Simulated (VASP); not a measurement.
# PbO2 (P4_2/mnm) in VASP: a series of runs, part 3 of 3

VASP 6.6.1. The steps go on from the part before.

## 5. Single point, PBE (uniaxial strain along c: +4.5 %, then relaxed in part)

Contents of INCAR:

```
SYSTEM = PbO2
PREC = Accurate
ENCUT = 520
EDIFF = 1E-6
ISMEAR = 0
SIGMA = 0.1
LREAL = .FALSE.
LASPH = .TRUE.
NELM = 80
ALGO = Normal
ISIF = 2
LWAVE = .FALSE.
LCHARG = .FALSE.
GGA = PE
NBANDS = 35
```

Contents of KPOINTS:

```
Automatic mesh
0
G
  8 8 10
  0 0 0
```

Contents of POSCAR:

```
PbO2
1.0
    4.9786413899      0.0000000000      0.0000000000
    0.0000000000      4.9786413899      0.0000000000
    0.0000000000      0.0000000000      3.5981195777
Pb O
2 4
Direct
    0.0000000000      0.0000000000      0.0000000000
    0.5000000000      0.5000000000      0.5000000000
    0.3082255143      0.3082255143      0.0000000000
    0.1917744857      0.8082255143      0.5000000000
    0.6917744857      0.6917744857      0.0000000000
    0.8082255143      0.1917744857      0.5000000000
```

The run is started by

```
$ cat potpaw_PBE.64/Pb_d/POTCAR potpaw_PBE.64/O/POTCAR > POTCAR
$ mpirun -np 1 vasp_std > vasp.out
```

Wall time 3.1 min (1 thread of Intel Xeon Platinum 8259CL at 2.50GHz (Skylake/Cascade Lake), shared host); peak memory 0.35 GiB.

It converged, with:

- Free energy: -31.8059 eV
- Pressure: -1.6 GPa
- Band gap on the k mesh: 0.02 eV, direct

Stress tensor (GPa, compression positive):
```
 0.14  0.00  0.00
 0.00  0.14  0.00
 0.00  0.00 -4.97
```

Levels at points of the mesh, in eV from the valence-band top:
```tsv
k point	band 24	band 25	band 26	band 27	band 28	band 29
(0.00, 0.00, 0.00)	-0.70	-0.47	-0.47	0.10	3.53	5.45
(0.50, 0.00, 0.00)	-0.72	-0.30	-0.30	2.11	2.11	6.01
(0.50, 0.50, 0.00)	-0.77	-0.34	-0.34	2.31	2.31	6.33
(0.00, 0.00, 0.50)	-0.98	-0.69	-0.69	3.29	3.29	8.69
(0.50, 0.00, 0.50)	-0.63	-0.16	-0.16	3.64	3.64	7.18
(0.50, 0.50, 0.50)	-0.57	-0.37	-0.37	2.45	2.45	8.16
```

Caveat: the cell differs from its parent crystal (uniaxial strain along c: +4.5 %, then relaxed in part); spin-orbit coupling is left out, which moves the levels of the heavy elements. A k mesh can miss the band edges.

## 6. Single point, PBE (uniaxial strain along c: +4.5 %)

Contents of INCAR:

```
PREC     = Accurate       # precision mode
ENCUT    = 520            # plane-wave cutoff, eV
EDIFF    = 1E-7           # SCF threshold, eV
ISMEAR   = 0              # smearing method
SIGMA    = 0.1            # smearing width, eV
LREAL    = False          # projectors in reciprocal space
LASPH    = True           # aspherical terms in the spheres
NELM     = 100            # most SCF steps
ALGO     = Normal         # electronic algorithm
ISIF     = 2              # what is computed and relaxed
LWAVE    = False          # write WAVECAR
LCHARG   = False          # write CHGCAR
GGA      = PE             # functional
NBANDS   = 35             # bands
```

Contents of KPOINTS:

```
regular mesh
0
Gamma
  8 8 10
```

Contents of POSCAR:

```
PbO2
1.0
    5.0242992329      0.0000000000      0.0000000000
    0.0000000000      5.0242992329      0.0000000000
    0.0000000000      0.0000000000      3.5981195777
Pb O
2 4
Direct
    0.0000000000      0.0000000000      0.0000000000
    0.5000000000      0.5000000000      0.5000000000
    0.3081426503      0.3081426503      0.0000000000
    0.1918573497      0.8081426503      0.5000000000
    0.6918573497      0.6918573497      0.0000000000
    0.8081426503      0.1918573497      0.5000000000
```

Potentials or basis: VASP PAW PBE potentials, release 64 (Pb_d, O).

The run is started by

```
$ cat potpaw_PBE.64/Pb_d/POTCAR potpaw_PBE.64/O/POTCAR > POTCAR
$ mpirun -np 1 vasp_std > vasp.out
```

OUTCAR:

```text
PREC = Accurate
   ENCUT = 520
   EDIFF = 1E-7
   ISMEAR = 0
   LREAL = False
   LASPH = True
   NELM = 100
   ISIF = 2
   GGA = PE

 ion  position               nearest neighbor table
   1  0.000  0.000  0.000-   3 2.19   5 2.19   4 2.26   6 2.26   4 2.26   6 2.26   2 3.98   2 3.98
                             2 3.98   2 3.98   2 3.98   2 3.98   2 3.98   2 3.98
   2  0.500  0.500  0.500-   4 2.19   6 2.19   5 2.26   3 2.26   3 2.26   5 2.26   1 3.98   1 3.98
                             1 3.98   1 3.98   1 3.98   1 3.98   1 3.98   1 3.98
   3  0.308  0.308  0.000-   1 2.19   2 2.26   2 2.26
   4  0.192  0.808  0.500-   2 2.19   1 2.26   1 2.26
   5  0.692  0.692  0.000-   1 2.19   2 2.26   2 2.26
   6  0.808  0.192  0.500-   2 2.19   1 2.26   1 2.26

  LATTYP: Found a simple tetragonal cell.
 ALAT       =     5.0242992329
 C/A-ratio  =     0.7161435677

  Lattice vectors:

 A1 = (   5.0242992329,   0.0000000000,   0.0000000000)
 A2 = (   0.0000000000,   5.0242992329,   0.0000000000)
 A3 = (   0.0000000000,   0.0000000000,   3.5981195777)

Analysis of symmetry for initial positions (statically):
=====================================================================
 Subroutine PRICEL returns:
 Original cell was already a primitive cell.

[... 181 lines left out ...]

 val. band max:        3.5104773147   @ k =   0.1250   0.1250   0.0000
 cond. band min:       3.5284415437   @ k =   0.1250   0.0000   0.1000
 fundamental gap:      0.0179642290
 Fermi energy:         3.5151376059

 k-point     1 :       0.0000    0.0000    0.0000
  band No.  band energies     occupation
      1     -14.2671      2.00000
      2     -14.2619      2.00000
      3     -12.7245      2.00000
      4     -12.7245      2.00000
      5     -11.9584      2.00000
      6     -11.8231      2.00000
[... 901 lines left out ...]
     34      14.2559      0.00000
     35      15.5437      0.00000

 [... further k-points ...]
[... 5 lines left out ...]
  --------------------------------------------------------------------------------------
  -------------------------------------------------------------------------------------
  Total       -0.9851539     -0.9851539     -3.7575855      0.0000000      0.0000000      0.0000000
  in kB      -17.3775320    -17.3775320    -66.2815828      0.0000000      0.0000000      0.0000000
  external PRESSURE =     -33.6788823 kB  Pullay stress =       0.0000000 kB

 VOLUME and BASIS-vectors are now :
 -----------------------------------------------------------------------------
  energy-cutoff  :      520.00
  volume of cell :       90.83
      direct lattice vectors                 reciprocal lattice vectors
     5.024299233  0.000000000  0.000000000     0.199032731  0.000000000  0.000000000
     0.000000000  5.024299233  0.000000000     0.000000000  0.199032731  0.000000000
     0.000000000  0.000000000  3.598119578     0.000000000  0.000000000  0.277922948

 POSITION                                       TOTAL-FORCE (eV/Angst)
 -----------------------------------------------------------------------------------
      0.00000      0.00000      0.00000        -0.000000      0.000000      0.000000
      2.51215      2.51215      1.79906        -0.000000      0.000000      0.000000
      1.54820      1.54820      0.00000         0.012661      0.012661      0.000000
      0.96395      4.06035      1.79906        -0.012661      0.012661      0.000000
      3.47610      3.47610      0.00000        -0.012661     -0.012661     -0.000000
      4.06035      0.96395      1.79906         0.012661     -0.012661     -0.000000
 -----------------------------------------------------------------------------------
    total drift:                                0.000000      0.000000     -0.000000

  FREE ENERGIE OF THE ION-ELECTRON SYSTEM (eV)
  ---------------------------------------------------
  free  energy   TOTEN  =       -31.7997389055 eV

  energy  without entropy=      -31.7955917566  energy(sigma->0) =      -31.79766533
```

OSZICAR:

```text
N       E                     dE             d eps       ncg     rms          rms(c)
DAV:   1     0.669377814171E+03    0.66938E+03   -0.25690E+04  6306   0.177E+03
DAV:   2     0.565020068352E+02   -0.61288E+03   -0.58269E+03  6746   0.485E+02
DAV:   3    -0.326057210795E+02   -0.89108E+02   -0.86105E+02  7619   0.203E+02
DAV:   4    -0.372180447416E+02   -0.46123E+01   -0.45674E+01  8008   0.487E+01
DAV:   5    -0.373766678349E+02   -0.15862E+00   -0.15830E+00  8305   0.931E+00    0.138E+01
DAV:   6    -0.318605990731E+02    0.55161E+01   -0.17976E+01  9459   0.481E+01    0.481E+00
DAV:   7    -0.318341702607E+02    0.26429E-01   -0.17020E+00  7941   0.102E+01    0.278E+00
DAV:   8    -0.318245720508E+02    0.95982E-02   -0.41048E-01  9554   0.535E+00    0.120E+00
DAV:   9    -0.317978241439E+02    0.26748E-01   -0.71838E-02  9586   0.327E+00    0.143E-01
DAV:  10    -0.317999056050E+02   -0.20815E-02   -0.12901E-02  6956   0.643E-01    0.143E-01
DAV:  11    -0.317997648553E+02    0.14075E-03   -0.43788E-04 10041   0.203E-01    0.599E-02
DAV:  12    -0.317997401035E+02    0.24752E-04   -0.10462E-04  7849   0.808E-02    0.163E-02
DAV:  13    -0.317997395822E+02    0.52127E-06   -0.84967E-06 10007   0.385E-02    0.466E-03
DAV:  14    -0.317997388056E+02    0.77657E-06   -0.28083E-06  9306   0.142E-02    0.204E-03
DAV:  15    -0.317997389055E+02   -0.99855E-07   -0.93824E-08  5317   0.240E-03
   1 F= -.31799739E+02 E0= -.31797665E+02  d E =-.414715E-02
```

Wall time 4.2 min (1 thread of Intel Xeon Platinum 8259CL at 2.50GHz (Skylake/Cascade Lake), shared host); peak memory 0.35 GiB.

What came out:

| Item | Value |
| --- | --- |
| Free energy | -31.7997 eV |
| Pressure | -3.4 GPa |
| Largest force | 0.018 eV/Å |

Forces in eV/Å, atoms in the order of the input:
```
Pb   0.000  0.000  0.000
Pb   0.000  0.000  0.000
O    0.013  0.013  0.000
O   -0.013  0.013  0.000
O   -0.013 -0.013  0.000
O    0.013 -0.013  0.000
```

Caveat: the cell differs from its parent crystal (uniaxial strain along c: +4.5 %); spin-orbit coupling is left out, which moves the levels of the heavy elements.

## 7. Summary

```tsv
task	cell	k mesh	cutoff (eV)	gap on the mesh (eV)	pressure (GPa)	largest force (eV/Å)
single point	a = 5.068, b = 5.068, c = 3.447 Å, 6 atoms	4 × 4 × 6	520	0.16	0.4	0.01
single point	a = 5.043, b = 5.043, c = 3.546 Å, 6 atoms	8 × 8 × 10	520	-	-2.3	0.02
relaxation of cell and atoms	relaxed from a = 4.958, b = 4.958, c = 3.388 Å, 6 atoms	4 × 4 × 6	600	0.16	0.2	0.03
single point	a = 4.979, b = 4.979, c = 3.598 Å, 6 atoms	8 × 8 × 10	520	0.02	-1.6	-
single point	a = 5.024, b = 5.024, c = 3.598 Å, 6 atoms	8 × 8 × 10	520	-	-3.4	0.02
```

Alike in all rows: level PBE; potentials or basis VASP PAW PBE potentials, release 64 (Pb_d, O); no spin polarisation; smearing gaussian 0.1 eV.

Caveats: spin-orbit coupling is left out, which moves the levels of the heavy elements; the relaxation stopped at a loose force limit of 0.05 eV/Å, so its end isn't a converged minimum (some runs).

Total energies depend on the potentials used, so only differences within one code and one set of settings carry meaning.
